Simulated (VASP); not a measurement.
Crystal: W.

```
CELL_PARAMETERS angstrom
0.00000 2.03000 2.03000
2.03000 0.00000 2.03000
2.03000 2.03000 0.00000
ATOMIC_POSITIONS crystal
W 0.00000 0.00000 0.00000
```

Base run:

| Quantity | Value |
| --- | --- |
| Program | VASP 6.6.1 |
| Functional | r2SCAN |
| Potentials or basis | VASP PAW PBE potentials, release 64 (W_sv) |
| Cutoff | 520 eV |
| k mesh | 14 × 14 × 14 |
| Occupations | fermi-dirac, width 0.3 eV |
| Spin | no spin polarisation |

Its results: band gap on the k mesh zero (band 7 reaches 12.98 eV, above the bottom of band 8 at 9.52 eV); pressure -6.7 GPa.

Problem. The run is repeated on the same cell with these changes: occupations from fermi-dirac, width 0.3 eV to fermi-dirac, width 0.1 eV. What comes out?

Solution. Band gap on the k mesh zero (band 7 reaches 12.98 eV, above the bottom of band 8 at 9.51 eV); pressure -7.7 GPa.

Caveats: the PAW data sets were made with another functional, which shifts forces and pressure a little; spin-orbit coupling is left out, which moves the levels of the heavy elements.
